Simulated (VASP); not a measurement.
# V (Fm-3m) in VASP: notebook, part 2 of 2

VASP 6.6.1. The steps go on from the part before.

**4. Single point, PBE (equal strain along all axes, cell held: +6.0 %)**

INCAR

```
ALGO = Fast
EDIFF = 1E-7
ENCUT = 520
GGA = PE
ISIF = 2
ISMEAR = 0
LASPH = T
LCHARG = F
LREAL = F
LWAVE = F
NBANDS = 20
NELM = 80
PREC = Accurate
SIGMA = 0.1
```

KPOINTS

```
k-points
0
Gamma
  16 16 12
```

POSCAR

```
V
1.0
    2.0227750551      2.0227750551      0.0000000000
   -2.0227750551      2.0227750551      0.0000000000
    0.0000000000      0.0000000000      4.0455501102
V
2
Direct
    0.0000000000      0.0000000000      0.0000000000
    0.5000000000      0.5000000000      0.5000000000
```

Potentials or basis: VASP PAW PBE potentials, release 64 (V_sv).

Run with:

```console
cat potpaw_PBE.64/V_sv/POTCAR > POTCAR
mpirun -np 1 vasp_std > vasp.out
```

OUTCAR:

```text
EDIFF = 1E-7
   ENCUT = 520
   GGA = PE
   ISIF = 2
   ISMEAR = 0
   LASPH = T
   LREAL = F
   NELM = 80
   PREC = Accurate

 ion  position               nearest neighbor table
   1  0.000  0.000  0.000-   2 2.86   2 2.86   2 2.86   2 2.86   2 2.86   2 2.86   2 2.86   2 2.86

   2  0.500  0.500  0.500-   1 2.86   1 2.86   1 2.86   1 2.86   1 2.86   1 2.86   1 2.86   1 2.86

  LATTYP: Found a simple tetragonal cell.
 ALAT       =     2.8606359166
 C/A-ratio  =     1.4142135624

  Lattice vectors:

 A1 = (   2.0227750551,   2.0227750551,   0.0000000000)
 A2 = (  -2.0227750551,   2.0227750551,   0.0000000000)
 A3 = (   0.0000000000,   0.0000000000,   4.0455501102)

Analysis of symmetry for initial positions (statically):
=====================================================================
 Subroutine PRICEL returns following result:

  LATTYP: Found a face centered cubic cell.
 ALAT       =     4.0455501102

  Lattice vectors:

 A1 = (   0.0000000000,  -2.0227750551,  -2.0227750551)
 A2 = (   2.0227750551,   0.0000000000,  -2.0227750551)
 A3 = (   2.0227750551,  -2.0227750551,  -0.0000000000)

   2 primitive cells build up your supercell.

 Routine SETGRP: Setting up the symmetry group for a
 simple tetragonal supercell.

 Subroutine GETGRP returns: Found 16 space group operations
 (whereof 16 operations were pure point group operations)
 out of a pool of 16 trial point group operations.

The static configuration has the point symmetry D_4h.

Analysis of symmetry for dynamics (positions and initial velocities):
=====================================================================
 Subroutine PRICEL returns following result:

  LATTYP: Found a face centered cubic cell.
 ALAT       =     4.0455501102

[... 119 lines left out ...]
   ISIF   =      2    stress and relaxation
   ISYM   =      2    0-nonsym 1-usesym 2-fastsym
   POTIM  = 0.5000    time-step for ionic-motion
   TEBEG  =    0.0;   TEEND  =   0.0 temperature during run
   PSTRESS=    0.0 pullay stress
   NELECT =      26.0000    total number of electrons
   NUPDOWN=      -1.0000    fix difference up-down
   EMIN   =  10.00;   EMAX   =-10.00  energy-range for DOS
   EFERMI =   0.00;   METHOD = LEGACY
   ISMEAR =     0;   SIGMA  =   0.10  broadening in eV -4-tet -1-fermi 0-gaus
   EFERMI_NEDOS =   21; number of points for ismear=-14 and -15
   IALGO  =     68    algorithm
   IMIX   =      4    mixing-type and parameters
     AMIX     =   0.40;   BMIX     =  1.00
     AMIX_MAG =   1.60;   BMIX_MAG =  1.00
  volume/ion in A,a.u.               =      16.55       111.70
  Fermi-wavevector in a.u.,A,eV,Ry     =   1.510422  2.854284 31.039994  2.281375
  Thomas-Fermi vector in A             =   2.620614
   LORBIT       =      0    0 simple, 1 ext, 2 COOP (PROOUT), +10 PAW based schemes
   GGA     = PE    functional components
   LHFCALC =     F    Hartree Fock is set to
   AEXX    =    0.0000 exact exchange contribution
   IVDW    =     0    specifies the selected vdW correction
   LEPSILON=     F    determine dielectric tensor
   LRPA    =     F    only Hartree local field effects (RPA)
 non-spin polarized calculation
 RMM-DIIS sequential band-by-band and
 Gauss-broadening in eV      SIGMA  =   0.10
  energy-cutoff  :      520.00
  volume of cell :       33.11
 maximum number of plane-waves:       912
 NGX is ok and might be reduce to    24

 number of electron      25.9999983 magnetization

 Free energy of the ion-electron system (eV)
  ---------------------------------------------------
  ext. energy  EPLUGINS =         0.00000000
  ---------------------------------------------------
  free energy    TOTEN  =       -17.09741786 eV

  energy without entropy =      -17.07715072  energy(sigma->0) =      -17.08728429

 E-fermi :   7.5935     XC(G=0): -11.8306

 val. band max:        7.5920875343   @ k =   0.3750   0.0625   0.3333
 cond. band min:       7.5938325219   @ k =   0.1875   0.0625   0.2500
 fundamental gap:      0.0017449876
 Fermi energy:         7.5935017531

 k-point     1 :       0.0000    0.0000    0.0000
  band No.  band energies     occupation
      1     -56.6624      2.00000
      2     -56.5584      2.00000
      3     -30.6334      2.00000
      4     -30.3715      2.00000
      5     -30.3715      2.00000
      6     -30.2089      2.00000
[... 541 lines left out ...]
     19      11.1434      0.00000
     20      11.1434      0.00000

 [... further k-points ...]
[... 5 lines left out ...]
  --------------------------------------------------------------------------------------
  -------------------------------------------------------------------------------------
  Total       -4.4695313     -4.4695313     -4.4939119      0.0000000      0.0000000      0.0000000
  in kB     -216.3066191   -216.3066191   -217.4865386      0.0000000      0.0000000      0.0000000
  external PRESSURE =    -216.6999256 kB  Pullay stress =       0.0000000 kB

 VOLUME and BASIS-vectors are now :
 -----------------------------------------------------------------------------
  energy-cutoff  :      520.00
  volume of cell :       33.11
      direct lattice vectors                 reciprocal lattice vectors
     2.022775055  2.022775055  0.000000000     0.247185172  0.247185172  0.000000000
    -2.022775055  2.022775055  0.000000000    -0.247185172  0.247185172  0.000000000
     0.000000000  0.000000000  4.045550110     0.000000000  0.000000000  0.247185172

 POSITION                                       TOTAL-FORCE (eV/Angst)
 -----------------------------------------------------------------------------------
      0.00000      0.00000      0.00000        -0.000000      0.000000      0.000000
      0.00000      2.02278      2.02278         0.000000     -0.000000     -0.000000
 -----------------------------------------------------------------------------------
    total drift:                               -0.000000      0.000000     -0.000000

  FREE ENERGIE OF THE ION-ELECTRON SYSTEM (eV)
  ---------------------------------------------------
  free  energy   TOTEN  =       -17.0974178647 eV

  energy  without entropy=      -17.0771507181  energy(sigma->0) =      -17.08728429
```

OSZICAR:

```text
N       E                     dE             d eps       ncg     rms          rms(c)
DAV:   1     0.293533045858E+03    0.29353E+03   -0.15049E+04 12648   0.146E+03
DAV:   2    -0.117114582460E+02   -0.30524E+03   -0.30007E+03 12948   0.470E+02
DAV:   3    -0.203632156323E+02   -0.86518E+01   -0.83854E+01 14596   0.908E+01
DAV:   4    -0.204729475029E+02   -0.10973E+00   -0.10915E+00 12864   0.982E+00
DAV:   5    -0.204741125264E+02   -0.11650E-02   -0.11650E-02 13364   0.112E+00    0.199E+01
RMM:   6    -0.170197455148E+02    0.34544E+01   -0.15529E+01 12600   0.347E+01    0.271E+00
RMM:   7    -0.171156154453E+02   -0.95870E-01   -0.14672E+00 13557   0.576E+00    0.139E+00
RMM:   8    -0.170993813760E+02    0.16234E-01   -0.93470E-02 13488   0.284E+00    0.550E-01
RMM:   9    -0.170978463679E+02    0.15350E-02   -0.18023E-02 13291   0.148E+00    0.274E-01
RMM:  10    -0.170982582811E+02   -0.41191E-03   -0.20180E-02 13454   0.105E+00    0.287E-01
RMM:  11    -0.170976357095E+02    0.62257E-03   -0.14748E-03 13206   0.416E-01    0.137E-01
RMM:  12    -0.170974018006E+02    0.23391E-03   -0.10462E-03 12750   0.301E-01    0.468E-03
RMM:  13    -0.170974153984E+02   -0.13598E-04   -0.95314E-05 13388   0.856E-02    0.511E-03
RMM:  14    -0.170974175703E+02   -0.21719E-05   -0.18563E-05 13498   0.322E-02    0.886E-03
RMM:  15    -0.170974178119E+02   -0.24165E-06   -0.60085E-06 12996   0.257E-02    0.151E-03
RMM:  16    -0.170974178647E+02   -0.52819E-07   -0.59355E-07 10057   0.730E-03
   1 F= -.17097418E+02 E0= -.17087284E+02  d E =-.202671E-01
```

stdout:

```text
POSCAR found type information on POSCAR V
 POSCAR found :  1 types and       2 ions
 scaLAPACK will be used
 LDA part: xc-table for (Slater+PW92), standard interpolation
 POSCAR, INCAR and KPOINTS ok, starting setup
 FFT: planning ... GRIDC
 FFT: planning ... GRID_SOFT
 FFT: planning ... GRID
 WAVECAR not read
 entering main loop
```

Wall time 61 s (1 thread of Intel Xeon 6975P-C (Granite Rapids), shared host); peak memory 0.27 GiB.

Results:

```yaml
Free_energy: -17.0974 eV
Pressure: -21.7 GPa
Band_gap_on_the_k_mesh: zero (band 13 reaches 10.00 eV, above the bottom of band 14 at 6.77 eV)
```

Levels at points of the mesh, in eV from the Fermi level:
```tsv
k point	band 11	band 12	band 13	band 14	band 15	band 16
(0.00, 0.00, 0.00)	-2.02	0.17	0.17	0.17	1.52	1.52
(0.50, 0.00, 0.00)	-0.79	-0.79	-0.49	-0.49	0.90	0.90
(0.50, 0.50, 0.00)	-2.02	-2.02	2.41	2.41	2.65	2.65
(0.00, 0.00, 0.50)	-1.03	-1.03	0.52	0.52	1.16	1.16
(0.50, 0.00, 0.50)	0.09	0.09	0.09	0.09	0.49	0.49
(0.50, 0.50, 0.50)	-0.82	-0.82	-0.82	-0.82	1.30	1.30
```

Caveat: the cell differs from its parent crystal (equal strain along all axes, cell held: +6.0 %).

**5. Single point, PBE**

This run uses another cell than the first one: it holds 1 atom, not 2.

INCAR

```
PREC = Accurate
ENCUT = 520
EDIFF = 1E-6
ISMEAR = 0
SIGMA = 0.1
LREAL = F
LASPH = T
NELM = 100
ALGO = Normal
ISIF = 2
LWAVE = F
LCHARG = F
GGA = PE
NBANDS = 12
```

KPOINTS

```
Automatic mesh
0
Gamma
  18 18 18
```

POSCAR

```
V
1.0
    0.0000000000      1.9082783543      1.9082783543
    1.9082783543      0.0000000000      1.9082783543
    1.9082783543      1.9082783543      0.0000000000
V
1
Direct
    0.0000000000      0.0000000000      0.0000000000
```

Run with:

```console
cat potpaw_PBE.64/V_sv/POTCAR > POTCAR
mpirun -np 1 vasp_std > vasp.out
```

Run time: 15 s. Hardware: 1 thread of Intel Xeon Platinum 8559C (Emerald Rapids), shared host; peak memory 0.14 GiB.

The run converged. Its results:

```yaml
Free_energy: -8.7538 eV
Pressure: 0.1 GPa
```

Levels at points of the mesh, in eV from the Fermi level:
```
           k point  band 2  band 3  band 4  band 5  band 6  band 7  band 8  band 9  band 10  band 11
(0.00, 0.00, 0.00)  -37.43  -37.43  -37.43   -6.82    0.17    0.17    0.17    1.91     1.91    17.63
(0.50, 0.00, 0.00)  -38.24  -37.53  -37.53   -3.31    0.05    0.05    0.80    3.07     3.07     8.97
(0.50, 0.50, 0.00)  -38.18  -37.71  -37.71   -3.45   -2.60    3.05    3.37    3.37     3.39    11.68
```

**6. Single point, PBE (volume scaled by 0.88)**

INCAR

```
  ALGO = Normal
  EDIFF = 1E-7
  ENCUT = 520
  GGA = PE
  ISIF = 2
  ISMEAR = 0
  LASPH = True
  LCHARG = False
  LREAL = False
  LWAVE = False
  NBANDS = 12
  NELM = 100
  PREC = Accurate
  SIGMA = 0.1
```

KPOINTS

```
k-points
0
Gamma
  18 18 18
```

POSCAR

```
V
1.0
    0.0000000000      1.8286725595      1.8286725595
    1.8286725595      0.0000000000      1.8286725595
    1.8286725595      1.8286725595      0.0000000000
V
1
Direct
    0.0000000000      0.0000000000      0.0000000000
```

Potentials or basis: VASP PAW PBE potentials, release 64 (V_sv).

Run with:

```console
cat potpaw_PBE.64/V_sv/POTCAR > POTCAR
mpirun -np 1 vasp_std > vasp.out
```

Wall time 15 s (1 thread of Intel Xeon 6975P-C, shared host); peak memory 0.15 GiB.

The run converged. Its results:

| Property | Result |
| --- | --- |
| Free energy | -8.6153 eV |
| Pressure | 29.1 GPa |

Levels at points of the mesh, in eV from the Fermi level:
| k point | band 4 | band 5 | band 6 | band 7 | band 8 | band 9 |
| --- | --- | --- | --- | --- | --- | --- |
| (0.00, 0.00, 0.00) | -37.11 | -7.13 | 0.14 | 0.14 | 0.14 | 2.22 |
| (0.50, 0.00, 0.00) | -37.26 | -3.74 | -0.02 | -0.02 | 1.18 | 3.61 |
| (0.50, 0.50, 0.00) | -37.53 | -4.09 | -3.14 | 3.59 | 3.98 | 3.98 |

**7. The runs side by side**

```csv
cell,k mesh,gap on the mesh (eV),pressure (GPa)
"a = 2.753, b = 2.753, c = 3.893 Å, 2 atoms",16 × 16 × 12,none,-9.1
"a = 2.807, b = 2.807, c = 3.969 Å, 2 atoms",16 × 16 × 12,none,-16.3
"a = 2.861, b = 2.861, c = 4.046 Å, 2 atoms",16 × 16 × 12,none,-21.7
"a = 2.699 Å, angles 60.0°, 1 atom",18 × 18 × 18,none,0.1
"a = 2.586 Å, angles 60.0°, 1 atom",18 × 18 × 18,none,29.1
```

Alike in all rows: task single point; level PBE; potentials or basis VASP PAW PBE potentials, release 64 (V_sv); no spin polarisation; cutoff (eV) 520; smearing gaussian 0.1 eV.

Absolute energies hang on the potentials; compare differences alone.
